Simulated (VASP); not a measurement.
# BAs in VASP: further runs

Runs on BAs. Level: PBEsol. Tasks: single point.

All numbers are computed with VASP 6.6.1; they aren't measurements. Logs are shortened: lines on timing, memory, paths and dates and some standing lists are left out, and cuts for length are marked.

**1. The cell of the first run**

The cell holds a wire or tube with vacuum around it, 8 atoms: a = 10.900 Å, b = 12.700 Å, c = 7.141 Å, α = 90.00°, β = 90.00°, γ = 90.00°.

**2. Single point, PBEsol, collinear spin**

File INCAR:

```
PREC     = Accurate       # precision mode
ENCUT    = 520            # plane-wave cutoff, eV
EDIFF    = 1E-7           # SCF threshold, eV
ISMEAR   = 0              # smearing method
SIGMA    = 0.05           # smearing width, eV
LREAL    = F              # projectors in reciprocal space
LASPH    = T              # aspherical terms in the spheres
NELM     = 150            # most SCF steps
ALGO     = Normal         # electronic algorithm
ISIF     = 2              # what is computed and relaxed
LWAVE    = F              # write WAVECAR
LCHARG   = F              # write CHGCAR
ISPIN    = 2              # spin polarisation
MAGMOM   = 0.3 0.3 0.3 0.3 0.3 0.3 0.3 0.3 # initial moments
LORBIT   = 11             # projections on sites
GGA      = PS             # functional
NBANDS   = 30             # bands
```

File KPOINTS:

```
Automatic mesh
0
Gamma
  1 1 4
```

File POSCAR:

```
BAs
1.0
   10.9000000000      0.0000000000      0.0000000000
    0.0000000000     12.7000000000      0.0000000000
    0.0000000000      0.0000000000      7.1405835975
B As
4 4
Direct
    0.4894795444      0.5000000000     -0.0227471902
    0.4863043269      0.5000000000      0.4006725573
    0.5342595866      0.5692935761      0.5906898264
    0.5342595866      0.4307064239      0.5906898264
    0.4816712428      0.3366068781      0.4033453102
    0.4816712428      0.6633931219      0.4033453102
    0.3656261507      0.5000000000      0.1587262751
    0.6267283192      0.5000000000      0.8086114181
```

Potentials or basis: VASP PAW PBE potentials, release 64 (B, As).

Started as:

```bash
$ cat potpaw_PBE.64/B/POTCAR potpaw_PBE.64/As/POTCAR > POTCAR
$ mpirun -np 1 vasp_std > vasp.out
```

OUTCAR:

```text
PREC = Accurate
   ENCUT = 520
   EDIFF = 1E-7
   ISMEAR = 0
   LREAL = F
   LASPH = T
   NELM = 150
   ISIF = 2
   ISPIN = 2
   LORBIT = 11
   GGA = PS

 ion  position               nearest neighbor table
   1  0.489  0.500  0.977-   7 1.87   8 1.92
   2  0.486  0.500  0.401-   3 1.70   4 1.70   5 2.08   6 2.08   7 2.17
   3  0.534  0.569  0.591-   2 1.70   4 1.76   6 1.88   8 2.05
   4  0.534  0.431  0.591-   2 1.70   3 1.76   5 1.88   8 2.05
   5  0.482  0.337  0.403-   4 1.88   2 2.08
   6  0.482  0.663  0.403-   3 1.88   2 2.08
   7  0.366  0.500  0.159-   1 1.87   2 2.17
   8  0.627  0.500  0.809-   1 1.92   3 2.05   4 2.05

  LATTYP: Found a simple orthorhombic cell.
 ALAT       =     7.1405835975
 B/A-ratio  =     1.5264858749
 C/A-ratio  =     1.7785661111

  Lattice vectors:

 A1 = (   0.0000000000,   0.0000000000,   7.1405835975)
 A2 = (  10.9000000000,   0.0000000000,   0.0000000000)
 A3 = (   0.0000000000,  12.7000000000,   0.0000000000)

Analysis of symmetry for initial positions (statically):
=====================================================================
 Subroutine PRICEL returns:
 Original cell was already a primitive cell.

 Routine SETGRP: Setting up the symmetry group for a
 simple orthorhombic supercell.

 Subroutine GETGRP returns: Found  2 space group operations
 (whereof  2 operations were pure point group operations)
 out of a pool of  8 trial point group operations.

The static configuration has the point symmetry C_1h.

Analysis of symmetry for dynamics (positions and initial velocities):
=====================================================================
 Subroutine PRICEL returns:
 Original cell was already a primitive cell.

 Routine SETGRP: Setting up the symmetry group for a
 simple orthorhombic supercell.

 Subroutine GETGRP returns: Found  2 space group operations
 (whereof  2 operations were pure point group operations)
 out of a pool of  8 trial point group operations.

The dynamic configuration has the point symmetry C_1h.

Analysis of structural, dynamic, and magnetic symmetry:
=====================================================================
 Subroutine PRICEL returns:
 Original cell was already a primitive cell.

 Routine SETGRP: Setting up the symmetry group for a
 simple orthorhombic supercell.

 Subroutine GETGRP returns: Found  2 space group operations
 (whereof  2 operations were pure point group operations)
 out of a pool of  8 trial point group operations.

The overall configuration has the point symmetry C_1h.

 Subroutine INISYM returns: Found  2 space group operations
 (whereof  2 operations are pure point group operations),
 and found     1 'primitive' translations

----------------------------------------------------------------------------------------

                                     Primitive cell

  volume of cell :     988.4710

  direct lattice vectors                    reciprocal lattice vectors
    10.900000000  0.000000000  0.000000000     0.091743119  0.000000000  0.000000000
     0.000000000 12.700000000  0.000000000     0.000000000  0.078740157  0.000000000
     0.000000000  0.000000000  7.140583598     0.000000000  0.000000000  0.140044576

  length of vectors
    10.900000000 12.700000000  7.140583598     0.091743119  0.078740157  0.140044576

  position of ions in fractional coordinates (direct lattice)
     0.489479544  0.500000000  0.977252810
     0.486304327  0.500000000  0.400672557
     0.534259587  0.569293576  0.590689826
     0.534259587  0.430706424  0.590689826
     0.481671243  0.336606878  0.403345310
     0.481671243  0.663393122  0.403345310
     0.365626151  0.500000000  0.158726275
     0.626728319  0.500000000  0.808611418

  ion indices of the primitive-cell ions
   primitive index   ion index
                 1           1
                 2           2
                 3           3
                 4           4
                 5           5
[... 35 lines left out ...]
   k-points           NKPTS =      3   k-points in BZ     NKDIM =      3   number of bands    NBANDS=     30
   number of dos      NEDOS =    301   number of ions     NIONS =      8
   total plane-waves  NPLWV = 435456
   dimension x,y,z NGX =    84 NGY =   96 NGZ =   54
   dimension x,y,z NGXF=   168 NGYF=  192 NGZF=  108
   ions per type =               4   4
   NGX,Y,Z   is equivalent  to a cutoff of  12.81, 12.57, 12.57 a.u.
   NGXF,Y,Z  is equivalent  to a cutoff of  25.62, 25.13, 25.14 a.u.
 SYSTEM =  unknown system
   PREC   = accura    normal or accurate (medium, high low for compatibility)
   ISTART =      0    job   : 0-new  1-cont  2-samecut
   ICHARG =      2    charge: 1-file 2-atom 10-const
   ISPIN  =      2    spin polarized calculation?
   LNONCOLLINEAR =      F non collinear calculations
   LSORBIT =      F    spin-orbit coupling
   LASPH  =      T    aspherical Exc in radial PAW
   ENCUT  =  520.0 eV  38.22 Ry    6.18 a.u.  20.27 23.61 13.28*2*pi/ulx,y,z
   NELM   =    150;   NELMIN=  2; NELMDL= -5     # of ELM steps
   EDIFF  = 0.1E-06   stopping-criterion for ELM
   LREAL  =      F    real-space projection
   EDIFFG = 0.1E-05   stopping-criterion for IOM
   NSW    =      0    number of steps for IOM
   IBRION =     -1    ionic relax: 0-MD 1-quasi-New 2-CG
   NFREE  =      0    steps in history (QN), initial steepest desc. (CG)
   ISIF   =      2    stress and relaxation
   ISYM   =      2    0-nonsym 1-usesym 2-fastsym
   POTIM  = 0.5000    time-step for ionic-motion
   TEBEG  =    0.0;   TEEND  =   0.0 temperature during run
   PSTRESS=    0.0 pullay stress
   NELECT =      32.0000    total number of electrons
   NUPDOWN=      -1.0000    fix difference up-down
   EMIN   =  10.00;   EMAX   =-10.00  energy-range for DOS
   EFERMI =   0.00;   METHOD = LEGACY
   ISMEAR =     0;   SIGMA  =   0.05  broadening in eV -4-tet -1-fermi 0-gaus
   EFERMI_NEDOS =   21; number of points for ismear=-14 and -15
   IALGO  =     38    algorithm
   IMIX   =      4    mixing-type and parameters
     AMIX     =   0.40;   BMIX     =  1.00
     AMIX_MAG =   1.60;   BMIX_MAG =  1.00
  volume/ion in A,a.u.               =     123.56       833.82
  Fermi-wavevector in a.u.,A,eV,Ry     =   0.521759  0.985982  3.703951  0.272233
  Thomas-Fermi vector in A             =   1.540242
   LORBIT       =     11    0 simple, 1 ext, 2 COOP (PROOUT), +10 PAW based schemes
   GGA     = PS    functional components
   LHFCALC =     F    Hartree Fock is set to
   AEXX    =    0.0000 exact exchange contribution
   IVDW    =     0    specifies the selected vdW correction
   LEPSILON=     F    determine dielectric tensor
   LRPA    =     F    only Hartree local field effects (RPA)
 spin polarized calculation
 Gauss-broadening in eV      SIGMA  =   0.05
  energy-cutoff  :      520.00
  volume of cell :      988.47
 maximum number of plane-waves:     26641
 NGX is ok and might be reduce to    84
   NGX = 41   NGY = 47   NGZ = 27

 number of electron      32.0000000 magnetization      -0.0000208

 number of electron      32.0000000 magnetization       0.0000185

 Free energy of the ion-electron system (eV)
  ---------------------------------------------------
  ext. energy  EPLUGINS =         0.00000000
  ---------------------------------------------------
  free energy    TOTEN  =       -40.37842339 eV

  energy without entropy =      -40.37842093  energy(sigma->0) =      -40.37842216

 E-fermi :  -3.1376     XC(G=0):  -2.2587

 val. band max:       -3.2849589109   @ k =   0.0000   0.0000   0.0000
 cond. band min:      -2.9817982417   @ k =   0.0000   0.0000   0.0000
 fundamental gap:      0.3031606692
 Fermi energy:        -3.1376486543

 spin component 1

 k-point     1 :       0.0000    0.0000    0.0000
  band No.  band energies     occupation
      1     -17.3660      1.00000
      2     -15.6632      1.00000
      3     -15.2848      1.00000
      4     -14.7119      1.00000
      5     -11.6791      1.00000
      6      -9.0243      1.00000
[... 82 lines left out ...]
     27       1.3109      0.00000
     28       1.5571      0.00000
 Fermi energy:        -3.1376486543

 spin component 2

 k-point     1 :       0.0000    0.0000    0.0000
  band No.  band energies     occupation
      1     -17.3660      1.00000
      2     -15.6632      1.00000
      3     -15.2848      1.00000
      4     -14.7118      1.00000
      5     -11.6791      1.00000
      6      -9.0243      1.00000
[... 82 lines left out ...]
     27       1.3118      0.00000
     28       1.5574      0.00000
 [bands above 28 left out]

------------------------ aborting loop because EDIFF is reached ----------------------------------------

  FORCE on cell =-STRESS in cart. coord.  units (eV):
  Direction    XX          YY          ZZ          XY          YZ          ZX
  --------------------------------------------------------------------------------------
  -------------------------------------------------------------------------------------
  Total        0.3668405      0.5467148      0.6198601      0.0000000      0.0000000      0.0338786
  in kB        0.5945987      0.8861504      1.0047091      0.0000000      0.0000000      0.0549126
  external PRESSURE =       0.8284861 kB  Pullay stress =       0.0000000 kB

 VOLUME and BASIS-vectors are now :
 -----------------------------------------------------------------------------
  energy-cutoff  :      520.00
  volume of cell :      988.47
      direct lattice vectors                 reciprocal lattice vectors
    10.900000000  0.000000000  0.000000000     0.091743119  0.000000000  0.000000000
     0.000000000 12.700000000  0.000000000     0.000000000  0.078740157  0.000000000
     0.000000000  0.000000000  7.140583598     0.000000000  0.000000000  0.140044576

 POSITION                                       TOTAL-FORCE (eV/Angst)
 -----------------------------------------------------------------------------------
      5.33533      6.35000      6.97816         0.014322      0.000000     -0.023413
      5.30072      6.35000      2.86104         0.011142      0.000000     -0.001986
      5.82343      7.23003      4.21787         0.015774     -0.034245      0.057713
      5.82343      5.46997      4.21787         0.015774      0.034245      0.057713
      5.25022      4.27491      2.88012        -0.038354     -0.151899     -0.087563
      5.25022      8.42509      2.88012        -0.038354      0.151899     -0.087563
      3.98533      6.35000      1.13340        -0.118374      0.000000      0.058236
      6.83134      6.35000      5.77396         0.138072      0.000000      0.026863
 -----------------------------------------------------------------------------------
    total drift:                                0.000083      0.000000     -0.000118

  FREE ENERGIE OF THE ION-ELECTRON SYSTEM (eV)
  ---------------------------------------------------
  free  energy   TOTEN  =       -40.3784233857 eV

  energy  without entropy=      -40.3784209263  energy(sigma->0) =      -40.37842216

 total charge

# of ion       s       p       d       tot
------------------------------------------
    1        0.743   1.001   0.000   1.744
    2        0.677   1.191   0.000   1.868
    3        0.708   1.185   0.000   1.894
    4        0.708   1.185   0.000   1.894
    5        1.292   1.449   0.057   2.798
    6        1.292   1.449   0.057   2.798
    7        1.275   1.468   0.057   2.800
    8        1.246   1.560   0.073   2.879
--------------------------------------------------
tot          7.942  10.489   0.245  18.676

 magnetization (x)

# of ion       s       p       d       tot
------------------------------------------
    1        0.000   0.000   0.000   0.000
    2        0.000  -0.000   0.000  -0.000
    3        0.000  -0.000   0.000  -0.000
    4        0.000  -0.000   0.000  -0.000
    5        0.000  -0.000  -0.000  -0.000
    6        0.000  -0.000  -0.000  -0.000
    7       -0.000  -0.000   0.000  -0.000
    8       -0.000  -0.000   0.000  -0.000
--------------------------------------------------
tot          0.000  -0.000   0.000  -0.000
```

It took 7.4 min on 1 thread of Intel Xeon Platinum 8488C (Sapphire Rapids), shared host; peak memory 1.2 GiB.

Results:

```
Free energy                                           : -40.3784 eV
Largest force                                         : 0.179 eV/Å
Band gap on the k mesh                                : 0.30 eV
Net moment                                            : 0.00 μB per cell
Valence electrons inside the program's atomic spheres : B 1.74, 1.87, 1.89 (each value once); As 2.80, 2.88 (each value once)
```

Forces on the atoms (eV/Å):
```
B    0.014  0.000 -0.023
B    0.011  0.000 -0.002
B    0.016 -0.034  0.058
B    0.016  0.034  0.058
As  -0.038 -0.152 -0.088
As  -0.038  0.152 -0.088
As  -0.118  0.000  0.058
As   0.138  0.000  0.027
```

Levels at points of the mesh, in eV from the valence-band top:
Spin up:
```tsv
k point	band 13	band 14	band 15	band 16	band 17	band 18	band 19	band 20
(0.00, 0.00, 0.00)	-2.36	-1.97	-1.44	0.00	0.30	0.94	1.78	1.98
(0.00, 0.00, 0.50)	-2.52	-2.21	-1.45	-0.71	0.72	1.06	1.43	2.84
```
Spin down:
```tsv
k point	band 14	band 15	band 16	band 17	band 18	band 19
(0.00, 0.00, 0.00)	-1.97	-1.44	0.00	0.30	0.94	1.78
(0.00, 0.00, 0.50)	-2.21	-1.45	-0.71	0.72	1.06	1.43
```

Caveat: the PAW data sets were made with another functional, which shifts forces and pressure a little.

**3. Single point, PBEsol, collinear spin**

This run uses another cell than the first one.

File INCAR:

```
SYSTEM = BAs
PREC     = Accurate       ! precision mode
ENCUT    = 520            ! plane-wave cutoff, eV
EDIFF    = 1E-7           ! SCF threshold, eV
ISMEAR   = 0              ! smearing method
SIGMA    = 0.05           ! smearing width, eV
LREAL    = .FALSE.        ! projectors in reciprocal space
LASPH    = .TRUE.         ! aspherical terms in the spheres
NELM     = 150            ! most SCF steps
ALGO     = Normal         ! electronic algorithm
ISIF     = 2              ! what is computed and relaxed
LWAVE    = .FALSE.        ! write WAVECAR
LCHARG   = .FALSE.        ! write CHGCAR
ISPIN    = 2              ! spin polarisation
MAGMOM   = 0.3 0.3 0.3 0.3 0.3 0.3 0.3 0.3 ! initial moments
LORBIT   = 11             ! projections on sites
GGA      = PS             ! functional
NBANDS   = 30             ! bands
```

File KPOINTS:

```
regular mesh
0
G
  1 1 4
  0 0 0
```

File POSCAR:

```
BAs
1.0
   10.9000000000      0.0000000000      0.0000000000
    0.0000000000     12.7000000000      0.0000000000
    0.0000000000      0.0000000000      8.2582031335
B As
4 4
Direct
    0.5892879424      0.5000000000      0.0000000000
    0.4107120576      0.5000000000      0.3333333333
    0.5000000000      0.6327321776      0.6666666667
    0.5000000000      0.3672678224      0.6666666667
    0.5000000000      0.3672678224      0.4166666667
    0.5000000000      0.6327321776      0.4166666667
    0.4107120576      0.5000000000      0.0833333333
    0.5892879424      0.5000000000      0.7500000000
```

Potentials or basis: VASP PAW PBE potentials, release 64 (B, As).

Started as:

```bash
$ cat potpaw_PBE.64/B/POTCAR potpaw_PBE.64/As/POTCAR > POTCAR
$ mpirun -np 1 vasp_std > vasp.out
```

Wall time 6.3 min (1 thread of Intel Xeon Platinum 8488C (Sapphire Rapids), shared host); peak memory 1.4 GiB.

It converged, with:

```yaml
Free_energy: -34.5737 eV
Largest_force: 3.673 eV/Å
Band_gap_on_the_k_mesh: 0.18 eV (least direct gap 0.34 eV)
Net_moment: 2.00 μB per cell
Site_moments: B +0.10, -0.00, +0.30 (each value once); As +0.10, +0.05, +0.00 (each value once) μB
Valence_electrons_inside_the_program's_atomic_spheres: B 1.54, 1.66, 1.55 (each value once); As 2.73, 2.74, 2.81 (each value once)
```

Forces on the atoms (eV/Å):
```
B   -3.672  0.000  0.072
B    1.665  0.000  0.706
B    0.526 -1.305 -1.237
B    0.526  1.305 -1.237
As  -0.828  0.587  0.977
As  -0.828 -0.587  0.977
As   2.431  0.000 -0.218
As   0.180  0.000 -0.039
```

Levels at points of the mesh, in eV from the valence-band top:
Spin up:
```tsv
k point	band 15	band 16	band 17	band 18	band 19	band 20
(0.00, 0.00, 0.00)	-0.67	-0.19	0.00	0.34	1.13	1.13
(0.00, 0.00, 0.50)	-0.75	-0.60	-0.43	0.29	1.17	1.48
```
Spin down:
```
           k point  band 12  band 13  band 14  band 15  band 16  band 17  band 18  band 19
(0.00, 0.00, 0.00)    -1.54    -1.32    -0.34    -0.30     0.47     0.49     0.85     1.34
(0.00, 0.00, 0.50)    -1.32    -1.22    -1.02    -0.52     0.18     0.54     0.89     1.65
```

Caveat: the PAW data sets were made with another functional, which shifts forces and pressure a little.
